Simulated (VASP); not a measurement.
# KBr (Immm) in VASP: notebook

Runs on KBr. Level: PBEsol. Tasks: single point.

Program: VASP 6.6.1. These are calculated values, not measurements. Logs are shortened: lines on timing, memory, paths and dates and some standing lists are left out, and cuts for length are marked.

**1. The cell of the first run**

Symmetry: Immm, No. 71, orthorhombic system. The conventional cell has a = 4.423 Å, b = 4.889 Å, c = 6.585 Å, α = 90.00°, β = 90.00°, γ = 90.00°. K (site symmetry mmm) has 6 Br at 3.29 to 3.30 Å within 4.3 Å. Within 4.3 Å of Br (site symmetry mmm) lie 6 K at 3.29 to 3.30 Å.

**2. Single point, PBEsol (strain -0.1000 x Voigt [0, 0, 0, 1, 0, 0])**

INCAR

```
PREC = Accurate ; ENCUT = 520
EDIFF = 1E-7 ; ISMEAR = 0
SIGMA = 0.05 ; LREAL = F
LASPH = T ; NELM = 80
ALGO = Normal ; ISIF = 2
LWAVE = F ; LCHARG = T
GGA = PS ; LELF = T
LVHAR = T ; NBANDS = 15
```

KPOINTS

```
regular mesh
0
Gamma
  6 6 6
```

POSCAR

```
KBr
1.0
    0.0000000000      3.1278750000      3.1278750000
    3.2925000000     -0.1646250000      3.2925000000
    3.2925000000      3.2925000000     -0.1646250000
K Br
1 1
Direct
    0.0000000000      0.0000000000      0.0000000000
    0.5000000000      0.5000000000      0.5000000000
```

Potentials or basis: VASP PAW PBE potentials, release 64 (K_sv, Br).

Run with:

```
> cat potpaw_PBE.64/K_sv/POTCAR potpaw_PBE.64/Br/POTCAR > POTCAR
> mpirun -np 1 vasp_std > vasp.out
```

OUTCAR:

```text
PREC = Accurate
   ENCUT = 520
   EDIFF = 1E-7
   ISMEAR = 0
   LREAL = F
   LASPH = T
   NELM = 80
   ISIF = 2
   GGA = PS

 ion  position               nearest neighbor table
   1  0.000  0.000  0.000-   2 3.29   2 3.29   2 3.30   2 3.30   2 3.30   2 3.30
   2  0.500  0.500  0.500-   1 3.29   1 3.29   1 3.30   1 3.30   1 3.30   1 3.30

  LATTYP: Found a body centered orthorhombic cell.
 ALAT       =     4.4234832464
 B/A-ratio  =     1.1052631579
 C/A-ratio  =     1.4886458551

  Lattice vectors:

 A1 = (  -3.2925000000,   0.1646250000,  -3.2925000000)
 A2 = (  -3.2925000000,  -0.1646250000,   3.2925000000)
 A3 = (   3.2925000000,   3.2925000000,  -0.1646250000)

Analysis of symmetry for initial positions (statically):
=====================================================================
 Subroutine PRICEL returns:
 Original cell was already a primitive cell.

 Routine SETGRP: Setting up the symmetry group for a
 body centered orthorhombic supercell.

 Subroutine GETGRP returns: Found  8 space group operations
 (whereof  8 operations were pure point group operations)
 out of a pool of  8 trial point group operations.

The static configuration has the point symmetry D_2h.

Analysis of symmetry for dynamics (positions and initial velocities):
=====================================================================
 Subroutine PRICEL returns:
 Original cell was already a primitive cell.

 Routine SETGRP: Setting up the symmetry group for a
 body centered orthorhombic supercell.

 Subroutine GETGRP returns: Found  8 space group operations
 (whereof  8 operations were pure point group operations)
 out of a pool of  8 trial point group operations.

The dynamic configuration has the point symmetry D_2h.

 Subroutine INISYM returns: Found  8 space group operations
 (whereof  8 operations are pure point group operations),
 and found     1 'primitive' translations

----------------------------------------------------------------------------------------

                                     Primitive cell

  volume of cell :      71.2066

  direct lattice vectors                    reciprocal lattice vectors
     0.000000000  3.127875000  3.127875000    -0.151860289  0.159852935  0.159852935
     3.292500000 -0.164625000  3.292500000     0.151860289 -0.144628846  0.144628846
     3.292500000  3.292500000 -0.164625000     0.151860289  0.144628846 -0.144628846

  length of vectors
     4.423483246  4.659207432  4.659207432     0.272337051  0.254748020  0.254748020

  position of ions in fractional coordinates (direct lattice)
[... 85 lines left out ...]
   ISIF   =      2    stress and relaxation
   ISYM   =      2    0-nonsym 1-usesym 2-fastsym
   POTIM  = 0.5000    time-step for ionic-motion
   TEBEG  =    0.0;   TEEND  =   0.0 temperature during run
   PSTRESS=    0.0 pullay stress
   NELECT =      16.0000    total number of electrons
   NUPDOWN=      -1.0000    fix difference up-down
   EMIN   =  10.00;   EMAX   =-10.00  energy-range for DOS
   EFERMI =   0.00;   METHOD = LEGACY
   ISMEAR =     0;   SIGMA  =   0.05  broadening in eV -4-tet -1-fermi 0-gaus
   EFERMI_NEDOS =   21; number of points for ismear=-14 and -15
   IALGO  =     38    algorithm
   IMIX   =      4    mixing-type and parameters
     AMIX     =   0.40;   BMIX     =  1.00
     AMIX_MAG =   1.60;   BMIX_MAG =  1.00
  volume/ion in A,a.u.               =      35.60       240.26
  Fermi-wavevector in a.u.,A,eV,Ry     =   0.995271  1.880790 13.477450  0.990565
  Thomas-Fermi vector in A             =   2.127280
   LORBIT       =      0    0 simple, 1 ext, 2 COOP (PROOUT), +10 PAW based schemes
   GGA     = PS    functional components
   LHFCALC =     F    Hartree Fock is set to
   AEXX    =    0.0000 exact exchange contribution
   IVDW    =     0    specifies the selected vdW correction
   LEPSILON=     F    determine dielectric tensor
   LRPA    =     F    only Hartree local field effects (RPA)
 non-spin polarized calculation
 Gauss-broadening in eV      SIGMA  =   0.05
  energy-cutoff  :      520.00
  volume of cell :       71.21
 maximum number of plane-waves:      1945
 NGX is ok and might be reduce to    36
   NGX = 17   NGY = 17   NGZ = 17

 number of electron      16.0000001 magnetization

 Free energy of the ion-electron system (eV)
  ---------------------------------------------------
  ext. energy  EPLUGINS =         0.00000000
  ---------------------------------------------------
  free energy    TOTEN  =        -6.44824006 eV

  energy without entropy =       -6.44824006  energy(sigma->0) =       -6.44824006

 E-fermi :  -1.4016     XC(G=0):  -7.5870

 val. band max:       -1.6459776994   @ k =   0.0000   0.0000   0.0000
 cond. band min:       2.4970073205   @ k =   0.0000   0.0000   0.0000
 fundamental gap:      4.1429850199
 Fermi energy:        -1.4016060311

 k-point     1 :       0.0000    0.0000    0.0000
  band No.  band energies     occupation
      1     -29.4013      2.00000
      2     -14.0942      2.00000
      3     -12.9456      2.00000
      4     -12.9432      2.00000
      5     -12.9393      2.00000
      6      -1.8742      2.00000
      7      -1.7871      2.00000
      8      -1.6460      2.00000
      9       2.4970      0.00000
     10       5.3530      0.00000
     11       5.7650      0.00000
     12       6.1707      0.00000
     13       6.5940      0.00000
     14       6.6518      0.00000
[... 401 lines left out ...]
      2     -14.1805      2.00000
      3     -12.9744      2.00000
      4     -12.9523      2.00000
      5     -12.7917      2.00000
      6      -2.8090      2.00000
      7      -2.2453      2.00000
      8      -2.2117      2.00000
      9       4.8250      0.00000
     10       6.1475      0.00000
     11       7.5397      0.00000
     12       7.8959      0.00000
     13       7.8965      0.00000
     14       8.0374      0.00000
     15       9.2169      0.00000

 [... further k-points ...]
[... 5 lines left out ...]
  --------------------------------------------------------------------------------------
  -------------------------------------------------------------------------------------
  Total       -0.1078383     -0.0800322     -0.0800322      0.0000000      0.2317487      0.0000000
  in kB       -2.4264051     -1.8007567     -1.8007567      0.0000000      5.2144393      0.0000000
  external PRESSURE =      -2.0093061 kB  Pullay stress =       0.0000000 kB

 VOLUME and BASIS-vectors are now :
 -----------------------------------------------------------------------------
  energy-cutoff  :      520.00
  volume of cell :       71.21
      direct lattice vectors                 reciprocal lattice vectors
     0.000000000  3.127875000  3.127875000    -0.151860289  0.159852935  0.159852935
     3.292500000 -0.164625000  3.292500000     0.151860289 -0.144628846  0.144628846
     3.292500000  3.292500000 -0.164625000     0.151860289  0.144628846 -0.144628846

 POSITION                                       TOTAL-FORCE (eV/Angst)
 -----------------------------------------------------------------------------------
      0.00000      0.00000      0.00000         0.000000     -0.000000     -0.000000
      3.29250      3.12787      3.12787         0.000000      0.000000      0.000000
 -----------------------------------------------------------------------------------
    total drift:                                0.000000      0.000000      0.000000

  FREE ENERGIE OF THE ION-ELECTRON SYSTEM (eV)
  ---------------------------------------------------
  free  energy   TOTEN  =        -6.4482400583 eV

  energy  without entropy=       -6.4482400583  energy(sigma->0) =       -6.44824006
```

OSZICAR:

```text
N       E                     dE             d eps       ncg     rms          rms(c)
DAV:   1     0.975710110400E+02    0.97571E+02   -0.68692E+03  1380   0.938E+02
DAV:   2    -0.399393900252E+00   -0.97970E+02   -0.89433E+02  1780   0.225E+02
DAV:   3    -0.637105401181E+01   -0.59717E+01   -0.59389E+01  1891   0.492E+01
DAV:   4    -0.661372699758E+01   -0.24267E+00   -0.24260E+00  2129   0.863E+00
DAV:   5    -0.661532917506E+01   -0.16022E-02   -0.16022E-02  1926   0.803E-01    0.306E+00
DAV:   6    -0.645400894489E+01    0.16132E+00   -0.19443E-01  1758   0.225E+00    0.228E+00
DAV:   7    -0.644047558004E+01    0.13533E-01   -0.89480E-02  1877   0.166E+00    0.110E+00
DAV:   8    -0.644748213024E+01   -0.70066E-02   -0.10728E-02  1710   0.764E-01    0.143E-01
DAV:   9    -0.644786714265E+01   -0.38501E-03   -0.45386E-04  1836   0.127E-01    0.765E-02
DAV:  10    -0.644823305732E+01   -0.36591E-03   -0.41245E-04  1520   0.112E-01    0.233E-02
DAV:  11    -0.644823731540E+01   -0.42581E-05   -0.16894E-05  2136   0.214E-02    0.575E-03
DAV:  12    -0.644823997155E+01   -0.26562E-05   -0.30722E-06  1534   0.116E-02    0.703E-03
DAV:  13    -0.644824005826E+01   -0.86709E-07   -0.51790E-07  1919   0.363E-03
   1 F= -.64482401E+01 E0= -.64482401E+01  d E =-.552010E-14
```

stdout:

```text
POSCAR found type information on POSCAR K Br
 POSCAR found :  2 types and       2 ions
 scaLAPACK will be used
 -----------------------------------------------------------------------------
|                                                                             |
|                                                                             |
|     You enforced a specific xc type in the INCAR file but a different       |
|     I HOPE YOU KNOW WHAT YOU ARE DOING!                                     |
|                                                                             |
 -----------------------------------------------------------------------------

 LDA part: xc-table for (Slater+PW92), standard interpolation
 POSCAR, INCAR and KPOINTS ok, starting setup
 FFT: planning ... GRIDC
 FFT: planning ... GRID_SOFT
 FFT: planning ... GRID
 WAVECAR not read
 entering main loop
```

Run time: 35 s. Hardware: 1 thread of Intel Xeon 6975P-C, shared host; peak memory 0.23 GiB.

What came out:

```yaml
Free_energy: -6.4482 eV
Pressure: -0.2 GPa
Band_gap_on_the_k_mesh: 4.14 eV, direct
```

Caveat: the cell differs from its parent crystal (strain -0.1000 x Voigt [0, 0, 0, 1, 0, 0]); the PAW data sets were made with another functional, which shifts forces and pressure a little.

**3. Single point, PBEsol (strain +0.0875 x Voigt [0, 0, 0, 1, 0, 0])**

INCAR

```
  PREC = Accurate
  ENCUT = 520
  EDIFF = 1E-6
  ISMEAR = 0
  SIGMA = 0.05
  LREAL = F
  LASPH = T
  NELM = 80
  ALGO = Normal
  ISIF = 2
  LWAVE = F
  LCHARG = T
  GGA = PS
  LELF = T
  LVHAR = T
  NBANDS = 15
```

KPOINTS is that of step 2.

POSCAR

```
KBr
1.0
    0.0000000000      3.4365468750      3.4365468750
    3.2925000000      0.1440468750      3.2925000000
    3.2925000000      3.2925000000      0.1440468750
K Br
1 1
Direct
    0.0000000000      0.0000000000      0.0000000000
    0.5000000000      0.5000000000      0.5000000000
```

Potentials or basis: VASP PAW PBE potentials, release 64 (K_sv, Br).

Run with:

```
> cat potpaw_PBE.64/K_sv/POTCAR potpaw_PBE.64/Br/POTCAR > POTCAR
> mpirun -np 1 vasp_std > vasp.out
```

It took 34 s on 1 thread of Intel Xeon 6975P-C, shared host; peak memory 0.23 GiB.

Results (log left out):

```
Free energy            : -6.4509 eV
Pressure               : -0.2 GPa
Band gap on the k mesh : 4.17 eV, direct
```

Stress tensor (GPa, compression positive):
```
-0.23  0.00  0.00
 0.00 -0.18 -0.45
 0.00 -0.45 -0.18
```

Levels at points of the mesh, in eV from the valence-band top:
| k point | band 5 | band 6 | band 7 | band 8 | band 9 | band 10 | band 11 | band 12 |
| --- | --- | --- | --- | --- | --- | --- | --- | --- |
| (0.00, 0.00, 0.00) | -11.27 | -0.20 | -0.12 | 0.00 | 4.17 | 7.07 | 7.43 | 7.78 |
| (0.50, 0.00, 0.00) | -11.01 | -1.36 | -0.46 | -0.30 | 6.35 | 7.85 | 9.35 | 9.77 |
| (0.00, 0.50, 0.00) | -11.06 | -1.33 | -0.58 | -0.47 | 6.33 | 8.12 | 9.49 | 9.52 |
| (0.50, 0.50, 0.00) | -11.30 | -0.96 | -0.41 | -0.40 | 5.62 | 6.97 | 9.16 | 9.25 |
| (0.00, 0.50, 0.50) | -11.31 | -0.96 | -0.53 | -0.26 | 5.61 | 7.03 | 9.26 | 9.27 |

Caveat: the cell differs from its parent crystal (strain +0.0875 x Voigt [0, 0, 0, 1, 0, 0]); the PAW data sets were made with another functional, which shifts forces and pressure a little.
